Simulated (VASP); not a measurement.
# Ga3As3N2 in VASP: a series of runs

Ga3As3N2 is run at these levels: PBE+D3(BJ); tasks: single point.

Program: VASP 6.6.1. These are calculated values, not measurements. Logs are shortened: lines on timing, memory, paths and dates and some standing lists are left out, and cuts for length are marked.

### 1 The cell of the first run

The cell holds a slab with vacuum, 8 atoms: a = 4.014 Å, b = 5.676 Å, c = 22.885 Å, α = 90.00°, β = 90.00°, γ = 90.00°.

### 2 Single point, PBE+D3(BJ)

INCAR

```
SYSTEM = Ga3As3N2
ALGO = Normal ; DIPOL = 0.5 0.5 0.331
EDIFF = 1E-7 ; ENCUT = 520
GGA = PE ; IDIPOL = 3
ISIF = 2 ; ISMEAR = 0
IVDW = 12 ; LASPH = .True.
LCHARG = .False. ; LDIPOL = .True.
LREAL = .False. ; LWAVE = .False.
NBANDS = 42 ; NELM = 100
PREC = Accurate ; SIGMA = 0.05
```

KPOINTS

```
k-points
0
Gamma
  7 5 1
  0 0 0
```

POSCAR

```
Ga3As3N2
1.0
    4.0137031116      0.0000000000      0.0000000000
    0.0000000000      5.6762333758      0.0000000000
    0.0000000000      0.0000000000     22.8852699092
Ga As N
3 3 2
Direct
    0.5000000000      0.5000000000      0.1747849169
    0.0000000000      0.0653835254      0.2732733389
    0.5000000000      0.4894639615      0.3292030243
    0.0000000000      0.2500000000      0.1747849169
    0.5000000000      0.8102208702      0.2554204538
    0.0000000000      0.2887573197      0.3664046761
    0.2500000000      0.7887573197      0.5149718555
    0.2500000000      0.7887573197      0.5630377077
```

Potentials or basis: VASP PAW PBE potentials, release 64 (Ga_d, As, N).

Launch:

```console
cat potpaw_PBE.64/Ga_d/POTCAR potpaw_PBE.64/As/POTCAR potpaw_PBE.64/N/POTCAR > POTCAR
mpirun -np 1 vasp_std > vasp.out
```

OUTCAR:

```text
SYSTEM = Ga3As3N2
   EDIFF = 1E-7
   ENCUT = 520
   GGA = PE
   ISIF = 2
   ISMEAR = 0
   IVDW = 12
   LASPH = .True.
   LREAL = .False.
   NELM = 100
   PREC = Accurate
 IVDW          = 12

 ion  position               nearest neighbor table
   1  0.500  0.500  0.175-   4 2.46   4 2.46   5 2.55
   2  0.000  0.065  0.273-   6 2.48   4 2.49   5 2.51   5 2.51
   3  0.500  0.489  0.329-   6 2.46   6 2.46   5 2.48
   4  0.000  0.250  0.175-   1 2.46   1 2.46   2 2.49
   5  0.500  0.810  0.255-   3 2.48   2 2.51   2 2.51   1 2.55
   6  0.000  0.289  0.366-   3 2.46   3 2.46   2 2.48
   7  0.250  0.789  0.515-   8 1.10
   8  0.250  0.789  0.563-   7 1.10

  LATTYP: Found a simple orthorhombic cell.
 ALAT       =     4.0137031116
 B/A-ratio  =     1.4142135624
 C/A-ratio  =     5.7017844302

  Lattice vectors:

 A1 = (   4.0137031116,   0.0000000000,   0.0000000000)
 A2 = (   0.0000000000,   5.6762333758,   0.0000000000)
 A3 = (   0.0000000000,   0.0000000000,  22.8852699092)

Analysis of symmetry for initial positions (statically):
=====================================================================
 Subroutine PRICEL returns:
 Original cell was already a primitive cell.

 Routine SETGRP: Setting up the symmetry group for a
 simple orthorhombic supercell.

 Subroutine GETGRP returns: Found  1 space group operations
 (whereof  1 operations were pure point group operations)
 out of a pool of  8 trial point group operations.

The static configuration has the point symmetry C_1 .

Analysis of symmetry for dynamics (positions and initial velocities):
=====================================================================
 Subroutine PRICEL returns:
 Original cell was already a primitive cell.

 Routine SETGRP: Setting up the symmetry group for a
 simple orthorhombic supercell.

 Subroutine GETGRP returns: Found  1 space group operations
 (whereof  1 operations were pure point group operations)
 out of a pool of  8 trial point group operations.

The dynamic configuration has the point symmetry C_1 .

 Subroutine INISYM returns: Found  1 space group operations
 (whereof  1 operations are pure point group operations),
 and found     1 'primitive' translations

----------------------------------------------------------------------------------------

                                     Primitive cell

  volume of cell :     521.3886

  direct lattice vectors                    reciprocal lattice vectors
     4.013703112  0.000000000  0.000000000     0.249146479  0.000000000  0.000000000
     0.000000000  5.676233376  0.000000000     0.000000000  0.176173165  0.000000000
     0.000000000  0.000000000 22.885269909     0.000000000  0.000000000  0.043696229

  length of vectors
     4.013703112  5.676233376 22.885269909     0.249146479  0.176173165  0.043696229

  position of ions in fractional coordinates (direct lattice)
     0.500000000  0.500000000  0.174784917
     0.000000000  0.065383525  0.273273339
     0.500000000  0.489463962  0.329203024
     0.000000000  0.250000000  0.174784917
     0.500000000  0.810220870  0.255420454
     0.000000000  0.288757320  0.366404676
     0.250000000  0.788757320  0.514971856
     0.250000000  0.788757320  0.563037708

  ion indices of the primitive-cell ions
   primitive index   ion index
                 1           1
                 2           2
                 3           3
                 4           4
                 5           5
                 6           6
                 7           7
                 8           8

----------------------------------------------------------------------------------------

 KPOINTS: k-points

Automatic generation of k-mesh.
 Grid dimensions read from file:
 generate k-points for:    7    5    1

 Generating k-lattice:

  Cartesian coordinates                     Fractional coordinates (reciprocal lattice)
     0.035592354  0.000000000  0.000000000     0.142857143  0.000000000  0.000000000
     0.000000000  0.035234633  0.000000000     0.000000000  0.200000000  0.000000000
     0.000000000  0.000000000  0.043696229     0.000000000  0.000000000  1.000000000

  Length of vectors
     0.035592354  0.035234633  0.043696229

  Shift w.r.t. Gamma in fractional coordinates (k-lattice)
     0.000000000  0.000000000  0.000000000

 Subroutine IBZKPT returns following result:
 ===========================================

 Found     18 irreducible k-points:

 Following reciprocal coordinates:
            Coordinates               Weight
  0.000000  0.000000  0.000000      1.000000
  0.142857  0.000000  0.000000      2.000000
  0.285714  0.000000  0.000000      2.000000
  0.428571  0.000000  0.000000      2.000000
  0.000000  0.200000  0.000000      2.000000
  0.142857  0.200000  0.000000      2.000000
[... 10 lines left out ...]
  0.428571  0.400000  0.000000      2.000000
  0.428571 -0.400000  0.000000      2.000000
   k-points           NKPTS =     18   k-points in BZ     NKDIM =     18   number of bands    NBANDS=     42
   number of dos      NEDOS =    301   number of ions     NIONS =      8
   total plane-waves  NPLWV = 226800
   dimension x,y,z NGX =    30 NGY =   42 NGZ =  180
   dimension x,y,z NGXF=    60 NGYF=   84 NGZF=  360
   ions per type =               3   3   2
   NGX,Y,Z   is equivalent  to a cutoff of  12.43, 12.30, 13.08 a.u.
   NGXF,Y,Z  is equivalent  to a cutoff of  24.85, 24.60, 26.15 a.u.
 SYSTEM =  Ga3As3N2
   PREC   = accura    normal or accurate (medium, high low for compatibility)
   ISTART =      0    job   : 0-new  1-cont  2-samecut
   ICHARG =      2    charge: 1-file 2-atom 10-const
   ISPIN  =      1    spin polarized calculation?
   LNONCOLLINEAR =      F non collinear calculations
   LSORBIT =      F    spin-orbit coupling
   LASPH  =      T    aspherical Exc in radial PAW
   ENCUT  =  520.0 eV  38.22 Ry    6.18 a.u.   7.46 10.55 42.55*2*pi/ulx,y,z
   NELM   =    100;   NELMIN=  2; NELMDL= -5     # of ELM steps
   EDIFF  = 0.1E-06   stopping-criterion for ELM
   LREAL  =      F    real-space projection
   EDIFFG = 0.1E-05   stopping-criterion for IOM
   NSW    =      0    number of steps for IOM
   IBRION =     -1    ionic relax: 0-MD 1-quasi-New 2-CG
   NFREE  =      0    steps in history (QN), initial steepest desc. (CG)
   ISIF   =      2    stress and relaxation
   ISYM   =      2    0-nonsym 1-usesym 2-fastsym
   POTIM  = 0.5000    time-step for ionic-motion
   TEBEG  =    0.0;   TEEND  =   0.0 temperature during run
   PSTRESS=    0.0 pullay stress
   NELECT =      64.0000    total number of electrons
   NUPDOWN=      -1.0000    fix difference up-down
   EMIN   =  10.00;   EMAX   =-10.00  energy-range for DOS
   EFERMI =   0.00;   METHOD = LEGACY
   ISMEAR =     0;   SIGMA  =   0.05  broadening in eV -4-tet -1-fermi 0-gaus
   EFERMI_NEDOS =   21; number of points for ismear=-14 and -15
   IALGO  =     38    algorithm
   IMIX   =      4    mixing-type and parameters
     AMIX     =   0.40;   BMIX     =  1.00
     AMIX_MAG =   1.60;   BMIX_MAG =  1.00
  volume/ion in A,a.u.               =      65.17       439.81
  Fermi-wavevector in a.u.,A,eV,Ry     =   0.813606  1.537493  9.006448  0.661955
  Thomas-Fermi vector in A             =   1.923362
   LORBIT       =      0    0 simple, 1 ext, 2 COOP (PROOUT), +10 PAW based schemes
   GGA     = PE    functional components
   LHFCALC =     F    Hartree Fock is set to
   AEXX    =    0.0000 exact exchange contribution
   IVDW    =    12    specifies the selected vdW correction
   LEPSILON=     F    determine dielectric tensor
   LRPA    =     F    only Hartree local field effects (RPA)
 non-spin polarized calculation
 Gauss-broadening in eV      SIGMA  =   0.05
  energy-cutoff  :      520.00
  volume of cell :      521.39
 maximum number of plane-waves:     14091
 NGX is ok and might be reduce to    30
   NGX = 15   NGY = 21   NGZ = 85

 dipolmoment           0.000000      0.000000     -0.004309 electrons x Angstroem

 number of electron      64.0000015 magnetization

 dipolmoment           0.000000      0.000000      0.038833 electrons x Angstroem

 Free energy of the ion-electron system (eV)
  ---------------------------------------------------
  ext. energy  EPLUGINS =         0.00000000
  ---------------------------------------------------
  free energy    TOTEN  =       -39.40668332 eV

  energy without entropy =      -39.40668332  energy(sigma->0) =      -39.40668332

 E-fermi :  -2.0160     XC(G=0):  -3.8663

 val. band max:       -2.2146751051   @ k =   0.0000   0.0000   0.0000
 cond. band min:      -1.8131585939   @ k =   0.4286   0.0000   0.0000
 fundamental gap:      0.4015165112
 Fermi energy:        -2.0160219732

 k-point     1 :       0.0000    0.0000    0.0000
  band No.  band energies     occupation
      1     -25.8990      2.00000
      2     -17.1924      2.00000
      3     -17.1353      2.00000
      4     -17.1195      2.00000
      5     -17.0942      2.00000
      6     -17.0706      2.00000
[... 34 lines left out ...]
     41       2.1435      0.00000
     42       2.2328      0.00000

 k-point     2 :       0.1429    0.0000    0.0000
  band No.  band energies     occupation
      1     -25.8971      2.00000
      2     -17.1893      2.00000
      3     -17.1324      2.00000
      4     -17.1189      2.00000
      5     -17.0936      2.00000
      6     -17.0732      2.00000
[... 34 lines left out ...]
     41       2.0223      0.00000
     42       2.2699      0.00000

 k-point     3 :       0.2857    0.0000    0.0000
  band No.  band energies     occupation
      1     -25.8927      2.00000
      2     -17.1827      2.00000
      3     -17.1256      2.00000
      4     -17.1170      2.00000
      5     -17.0928      2.00000
      6     -17.0803      2.00000
[... 627 lines left out ...]
      4     -17.1142      2.00000
      5     -17.0955      2.00000
      6     -17.0886      2.00000
[... 34 lines left out ...]
     41       2.7973      0.00000
     42       3.1216      0.00000

 k-point    18 :       0.4286   -0.4000    0.0000
  band No.  band energies     occupation
      1     -25.8889      2.00000
      2     -17.1739      2.00000
      3     -17.1189      2.00000
      4     -17.1142      2.00000
      5     -17.0955      2.00000
      6     -17.0886      2.00000
[... 34 lines left out ...]
     41       2.8014      0.00000
     42       3.1144      0.00000

------------------------ aborting loop because EDIFF is reached ----------------------------------------

 vacuum level on the upper side and lower side of the slab       (xc-potential included)         0.087        -0.211

 Edisp (eV)   -1.25152

 E8    (eV) :    -0.5680

  FORCE on cell =-STRESS in cart. coord.  units (eV):
  Direction    XX          YY          ZZ          XY          YZ          ZX
  --------------------------------------------------------------------------------------
  -------------------------------------------------------------------------------------
  Total      -2.10812    -2.66719     2.16801     0.00350    -0.04738     0.00774
  in kB      -6.47806    -8.19603     6.66209     0.01076    -0.14561     0.02378
  external pressure =       -2.67 kB  Pullay stress =        0.00 kB

 VOLUME and BASIS-vectors are now :
 -----------------------------------------------------------------------------
  energy-cutoff  :      520.00
  volume of cell :      521.39
      direct lattice vectors                 reciprocal lattice vectors
     4.013703112  0.000000000  0.000000000     0.249146479  0.000000000  0.000000000
     0.000000000  5.676233376  0.000000000     0.000000000  0.176173165  0.000000000
     0.000000000  0.000000000 22.885269909     0.000000000  0.000000000  0.043696229

 POSITION                                       TOTAL-FORCE (eV/Angst)
 -----------------------------------------------------------------------------------
      2.00685      2.83812      4.00000        -0.000094     -0.309447      1.032729
      0.00000      0.37113      6.25393        -0.000873     -0.010223      0.019478
      2.00685      2.77831      7.53390        -0.001034      0.010585      0.018088
      0.00000      1.41906      4.00000         0.000245      0.315585     -1.061292
      2.00685      4.59900      5.84537        -0.000282      0.009379     -0.014460
      0.00000      1.63905      8.38527        -0.000587     -0.011113      0.049110
      1.00343      4.47717     11.78527         0.006396     -0.010390     -2.143263
      1.00343      4.47717     12.88527        -0.003770      0.005623      2.099610
 -----------------------------------------------------------------------------------
    total drift:                               -0.000108     -0.000333      0.000367

  FREE ENERGIE OF THE ION-ELECTRON SYSTEM (eV)
  ---------------------------------------------------
  free  energy   TOTEN  =       -40.6582032124 eV

  energy  without entropy=      -40.6582032122  energy(sigma->0) =      -40.65820321

 vacuum level on the upper side and lower side of the slab         2.689         2.370
```

It took 6.8 min on 1 thread of Intel Xeon 6975P-C (Granite Rapids), shared host; peak memory 0.69 GiB.

What came out:

```yaml
Free_energy: -40.6582 eV
Largest_force: 2.143 eV/Å
Band_gap_on_the_k_mesh: 0.40 eV (least direct gap 0.75 eV)
Dispersion_energy_per_atom: -0.156 eV
```

Forces in eV/Å, atoms in the order of the input:
```
Ga   0.000 -0.309  1.033
Ga  -0.001 -0.010  0.019
Ga  -0.001  0.011  0.018
As   0.000  0.316 -1.061
As   0.000  0.009 -0.014
As  -0.001 -0.011  0.049
N    0.006 -0.010 -2.143
N   -0.004  0.006  2.100
```

Caveat: the standard files for N, O and F lose accuracy on very short bonds.

(Part 1 of 2 ends here.)
